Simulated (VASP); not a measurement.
Set up this calculation in VASP 6.6.1, as the native input.

```yaml
Task: single point
Functional: PBE
Potentials_or_basis: VASP PAW PBE potentials, release 64 (Cu)
Cutoff: 520 eV
k_mesh: 14 × 14 × 14
Occupations: methfessel-paxton, width 0.1 eV
Spin: no spin polarisation
Dipole_correction: no
Further_INCAR_settings: ALGO = Normal; EDIFF = 1e-07; NBANDS = 12
```

The structure of Cu lies in POSCAR:

```
Cu
1.0
    0.0000000000      1.8312856224      1.8312856224
    1.8312856224      0.0000000000      1.8312856224
    1.8312856224      1.8312856224      0.0000000000
Cu
1
Direct
    0.0000000000      0.0000000000      0.0000000000
```

The input as run:

INCAR

```
SYSTEM = Cu
  PREC = Accurate
  ENCUT = 520
  EDIFF = 1E-7
  ISMEAR = 1
  SIGMA = 0.1
  LREAL = .FALSE.
  LASPH = .TRUE.
  NELM = 100
  ALGO = Normal
  ISIF = 2
  LWAVE = .FALSE.
  LCHARG = .FALSE.
  GGA = PE
  NBANDS = 12
```

KPOINTS

```
Automatic mesh
0
G
  14 14 14
  0 0 0
```

Potentials or basis: VASP PAW PBE potentials, release 64 (Cu).

Launch:

```sh
$ cat potpaw_PBE.64/Cu/POTCAR > POTCAR
$ mpirun -np 1 vasp_std > vasp.out
```

Results of the run:

```yaml
Pressure: -3.0 GPa
```

Wall time 12 s on 1 thread of Intel(R) Xeon(R) Platinum 8259CL CPU @ 2.50GHz (Skylake/Cascade Lake) (shared host), peak memory 0.13 GiB.
